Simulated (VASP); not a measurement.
A run of VASP 6.6.1 is set up as follows.

Contents of INCAR:

```
SYSTEM = BN
ALGO = Normal
EDIFF = 1E-7
ENCUT = 520
GGA = PS
ISIF = 2
ISMEAR = -1
LASPH = .TRUE.
LCHARG = .FALSE.
LREAL = .FALSE.
LWAVE = .FALSE.
NBANDS = 26
NELM = 60
PREC = Accurate
SIGMA = 0.01
```

The input KPOINTS:

```
k-points
0
G
  4 8 6
  0 0 0
```

Contents of POSCAR:

```
BN
1.0
    4.8800890000      0.0000000000      0.0000000000
    0.0000000000      2.5914640000      0.0000000000
    0.0000000000      0.0000000000      4.2920490000
B N
4 4
Direct
    0.6595870000      0.7500000000      0.0929040000
    0.8404130000      0.2500000000      0.5929040000
    0.1595870000      0.7500000000      0.4070960000
    0.3404130000      0.2500000000      0.9070960000
    0.8211300000      0.7500000000      0.3935140000
    0.1788700000      0.2500000000      0.6064860000
    0.6788700000      0.2500000000      0.8935140000
    0.3211300000      0.7500000000      0.1064860000
```

Potentials or basis: VASP PAW PBE potentials, release 64 (B, N).

Command:

```bash
$ cat potpaw_PBE.64/B/POTCAR potpaw_PBE.64/N/POTCAR > POTCAR
$ mpirun -np 1 vasp_std > vasp.out
```

**Question.** Predict the band gap on the k mesh.

**Answer.** 5.62 eV, indirect (least direct gap 6.09 eV).

**Question.** Estimate the pressure.

**Answer.** -4.4 GPa.

Forces on the atoms (eV/Å):
```
B   -0.006  0.000  0.000
B    0.006  0.000  0.000
B   -0.006  0.000  0.000
B    0.006  0.000  0.000
N    0.033  0.000 -0.053
N   -0.033  0.000  0.053
N   -0.033  0.000 -0.053
N    0.033  0.000  0.053
```

Caveat: the PAW data sets were made with another functional, which shifts forces and pressure a little. A k mesh can miss the band edges.
